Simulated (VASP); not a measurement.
# Cd3O2 (P4mm) in VASP: single point with PBE

Aim: the single point of Cd3O2 with PBE.

Program: VASP 6.6.1. These are calculated values, not measurements. Logs are shortened: lines on timing, memory, paths and dates and some standing lists are left out, and cuts for length are marked.

**1. The cell of the first run**

It takes space group P4mm (No. 99, tetragonal). Conventional cell: a = 4.403 Å, b = 4.403 Å, c = 5.715 Å, α = 90.00°, β = 90.00°, γ = 90.00°. Cd (site symmetry 2mm) has 4 O at 2.21 to 2.38 Å within 2.9 Å. Cd (site symmetry 4mm) has 1 O at 2.23 Å within 3.0 Å. Within 3.0 Å of O (site symmetry 4mm) lie 5 Cd at 2.23 to 2.38 Å. Within 2.9 Å of O (site symmetry 4mm) lie 4 Cd at 2.21 Å.

The cell was generated, and may not be a known phase.

**2. Single point, PBE**

The input, INCAR:

```
SYSTEM = Cd3O2
ALGO     = Normal         ! electronic algorithm
EDIFF    = 1E-6           ! SCF threshold, eV
ENCUT    = 700            ! plane-wave cutoff, eV
GGA      = PE             ! functional
GGA_COMPAT= .FALSE.      
ISIF     = 2              ! what is computed and relaxed
ISMEAR   = 0              ! smearing method
LASPH    = .TRUE.         ! aspherical terms in the spheres
LCHARG   = .FALSE.        ! write CHGCAR
LREAL    = .FALSE.        ! projectors in reciprocal space
LWAVE    = .FALSE.        ! write WAVECAR
NBANDS   = 44             ! bands
NELM     = 120            ! most SCF steps
PREC     = Accurate       ! precision mode
SIGMA    = 0.2            ! smearing width, eV
```

The input, KPOINTS:

```
k-points
0
G
  4 4 3
  0 0 0
```

The input, POSCAR:

```
Cd3O2
1.0
    4.4033236854      0.0000000000      0.0000000000
    0.0000000000      4.4033236854      0.0000000000
    0.0000000000      0.0000000000      5.7149044345
Cd O
3 2
Direct
    0.5000000000      0.0000000000      0.9875053127
    0.0000000000      0.5000000000      0.9875053127
    0.0000000000      0.0000000000      0.4386283262
    0.0000000000      0.0000000000      0.8292906100
    0.5000000000      0.5000000000      0.0270703584
```

Potentials or basis: VASP PAW PBE potentials, release 64 (Cd_sv_GW, O).

The run is started by

```
$ cat potpaw_PBE.64/Cd_sv_GW/POTCAR potpaw_PBE.64/O/POTCAR > POTCAR
$ mpirun -np 1 vasp_std > vasp.out
```

OUTCAR:

```text
SYSTEM = Cd3O2
   EDIFF = 1E-6
   ENCUT = 700
   GGA = PE
   ISIF = 2
   ISMEAR = 0
   LASPH = .TRUE.
   LREAL = .FALSE.
   NELM = 120
   PREC = Accurate

 ion  position               nearest neighbor table
   1  0.500  0.000  0.988-   5 2.21   5 2.21
   2  0.000  0.500  0.988-   5 2.21   5 2.21
   3  0.000  0.000  0.439-   4 2.23
   4  0.000  0.000  0.829-   3 2.23
   5  0.500  0.500  0.027-   1 2.21   2 2.21   1 2.21   2 2.21

  LATTYP: Found a simple tetragonal cell.
 ALAT       =     4.4033236854
 C/A-ratio  =     1.2978615343

  Lattice vectors:

 A1 = (   4.4033236854,   0.0000000000,   0.0000000000)
 A2 = (   0.0000000000,   4.4033236854,   0.0000000000)
 A3 = (   0.0000000000,   0.0000000000,   5.7149044345)

Analysis of symmetry for initial positions (statically):
=====================================================================
 Subroutine PRICEL returns:
 Original cell was already a primitive cell.

 Routine SETGRP: Setting up the symmetry group for a
 simple tetragonal supercell.

 Subroutine GETGRP returns: Found  8 space group operations
 (whereof  8 operations were pure point group operations)
 out of a pool of 16 trial point group operations.

The static configuration has the point symmetry C_4v.

Analysis of symmetry for dynamics (positions and initial velocities):
=====================================================================
 Subroutine PRICEL returns:
 Original cell was already a primitive cell.

 Routine SETGRP: Setting up the symmetry group for a
 simple tetragonal supercell.

 Subroutine GETGRP returns: Found  8 space group operations
 (whereof  8 operations were pure point group operations)
 out of a pool of 16 trial point group operations.

The dynamic configuration has the point symmetry C_4v.

 Subroutine INISYM returns: Found  8 space group operations
 (whereof  8 operations are pure point group operations),
 and found     1 'primitive' translations

----------------------------------------------------------------------------------------

                                     Primitive cell

  volume of cell :     110.8078

[... 77 lines left out ...]
   LSORBIT =      F    spin-orbit coupling
   LASPH  =      T    aspherical Exc in radial PAW
   ENCUT  =  700.0 eV  51.45 Ry    7.17 a.u.   9.50  9.50 12.33*2*pi/ulx,y,z
   NELM   =    120;   NELMIN=  2; NELMDL= -5     # of ELM steps
   EDIFF  = 0.1E-05   stopping-criterion for ELM
   LREAL  =      F    real-space projection
   EDIFFG = 0.1E-04   stopping-criterion for IOM
   NSW    =      0    number of steps for IOM
   IBRION =     -1    ionic relax: 0-MD 1-quasi-New 2-CG
   NFREE  =      0    steps in history (QN), initial steepest desc. (CG)
   ISIF   =      2    stress and relaxation
   ISYM   =      2    0-nonsym 1-usesym 2-fastsym
   POTIM  = 0.5000    time-step for ionic-motion
   TEBEG  =    0.0;   TEEND  =   0.0 temperature during run
   PSTRESS=    0.0 pullay stress
   NELECT =      72.0000    total number of electrons
   NUPDOWN=      -1.0000    fix difference up-down
   EMIN   =  10.00;   EMAX   =-10.00  energy-range for DOS
   EFERMI =   0.00;   METHOD = LEGACY
   ISMEAR =     0;   SIGMA  =   0.20  broadening in eV -4-tet -1-fermi 0-gaus
   EFERMI_NEDOS =   21; number of points for ismear=-14 and -15
   IALGO  =     38    algorithm
   IMIX   =      4    mixing-type and parameters
     AMIX     =   0.40;   BMIX     =  1.00
     AMIX_MAG =   1.60;   BMIX_MAG =  1.00
  volume/ion in A,a.u.               =      22.16       149.55
  Fermi-wavevector in a.u.,A,eV,Ry     =   1.417954  2.679545 27.355801  2.010595
  Thomas-Fermi vector in A             =   2.539131
   LORBIT       =      0    0 simple, 1 ext, 2 COOP (PROOUT), +10 PAW based schemes
   GGA     = PE    functional components
   LHFCALC =     F    Hartree Fock is set to
   AEXX    =    0.0000 exact exchange contribution
   IVDW    =     0    specifies the selected vdW correction
   LEPSILON=     F    determine dielectric tensor
   LRPA    =     F    only Hartree local field effects (RPA)
 non-spin polarized calculation
 Gauss-broadening in eV      SIGMA  =   0.20
  energy-cutoff  :      700.00
  volume of cell :      110.81
 maximum number of plane-waves:      4701
 NGX is ok and might be reduce to    40
   NGX = 19   NGY = 19   NGZ = 25

 number of electron      72.0000022 magnetization

 Free energy of the ion-electron system (eV)
  ---------------------------------------------------
  ext. energy  EPLUGINS =         0.00000000
  ---------------------------------------------------
  free energy    TOTEN  =       -15.19974472 eV

  energy without entropy =      -15.19244039  energy(sigma->0) =      -15.19609255

 E-fermi :   3.0001     XC(G=0):  -9.1300

 val. band max:        2.8631433006   @ k =   0.5000   0.5000   0.3333
 cond. band min:       3.2102319132   @ k =   0.5000   0.0000   0.3333
 fundamental gap:      0.3470886126
 Fermi energy:         3.0001137513

 k-point     1 :       0.0000    0.0000    0.0000
  band No.  band energies     occupation
      1     -99.2835      2.00000
      2     -99.2517      2.00000
      3     -99.2497      2.00000
      4     -60.4213      2.00000
      5     -60.4183      2.00000
      6     -60.3762      2.00000
[... 553 lines left out ...]
     43       9.1845      0.00000
     44      10.8932      0.00000

------------------------ aborting loop because EDIFF is reached ----------------------------------------

  FORCE on cell =-STRESS in cart. coord.  units (eV):
  Direction    XX          YY          ZZ          XY          YZ          ZX
  --------------------------------------------------------------------------------------
  -------------------------------------------------------------------------------------
  Total       -0.1270487     -0.1270487     -0.0620292      0.0000000      0.0000000      0.0000000
  in kB       -1.8370066     -1.8370066     -0.8968843      0.0000000      0.0000000      0.0000000
  external PRESSURE =      -1.5236325 kB  Pullay stress =       0.0000000 kB

 VOLUME and BASIS-vectors are now :
 -----------------------------------------------------------------------------
  energy-cutoff  :      700.00
  volume of cell :      110.81
      direct lattice vectors                 reciprocal lattice vectors
     4.403323685  0.000000000  0.000000000     0.227101179  0.000000000  0.000000000
     0.000000000  4.403323685  0.000000000     0.000000000  0.227101179  0.000000000
     0.000000000  0.000000000  5.714904435     0.000000000  0.000000000  0.174981054

 POSITION                                       TOTAL-FORCE (eV/Angst)
 -----------------------------------------------------------------------------------
      2.20166      0.00000      5.64350        -0.000000     -0.000000     -0.007001
      0.00000      2.20166      5.64350        -0.000000     -0.000000     -0.007001
      0.00000      0.00000      2.50672         0.000000     -0.000000     -0.006255
      0.00000      0.00000      4.73932        -0.000000     -0.000000      0.011168
      2.20166      2.20166      0.15470        -0.000000      0.000000      0.009090
 -----------------------------------------------------------------------------------
    total drift:                               -0.000000      0.000000      0.003546

  FREE ENERGIE OF THE ION-ELECTRON SYSTEM (eV)
  ---------------------------------------------------
  free  energy   TOTEN  =       -15.1997447200 eV

  energy  without entropy=      -15.1924403854  energy(sigma->0) =      -15.19609255
```

stdout:

```text
POSCAR found type information on POSCAR CdO
 POSCAR found :  2 types and       5 ions
 scaLAPACK will be used
 LDA part: xc-table for (Slater+PW92), standard interpolation
 POSCAR, INCAR and KPOINTS ok, starting setup
 FFT: planning ... GRIDC
 FFT: planning ... GRID_SOFT
 FFT: planning ... GRID
 WAVECAR not read
 entering main loop
```

It took 1.9 min on 1 thread of Intel Xeon Platinum 8259CL at 2.50GHz (Skylake/Cascade Lake), shared host; peak memory 0.31 GiB.

Results:

* Free energy: -15.1997 eV
* Pressure: -0.2 GPa
* Largest force: 0.011 eV/Å
* Band gap on the k mesh: 0.35 eV (least direct gap 0.84 eV)

Forces in eV/Å, atoms in the order of the input:
```
Cd   0.000  0.000 -0.007
Cd   0.000  0.000 -0.007
Cd   0.000  0.000 -0.006
O    0.000  0.000  0.011
O    0.000  0.000  0.009
```

Levels at points of the mesh, in eV from the valence-band top:
```csv
k point,band 32,band 33,band 34,band 35,band 36,band 37,band 38,band 39,band 40,band 41
"(0.00, 0.00, 0.00)",-3.60,-3.38,-2.82,-2.61,-2.61,2.00,2.52,3.11,4.95,4.95
"(0.50, 0.00, 0.00)",-3.47,-3.23,-2.90,-2.32,-0.81,0.60,3.34,3.63,4.84,5.44
"(0.50, 0.50, 0.00)",-3.67,-2.05,-1.75,-1.75,-1.03,1.92,1.92,3.76,5.15,5.15
```

A k mesh can miss the band edges.
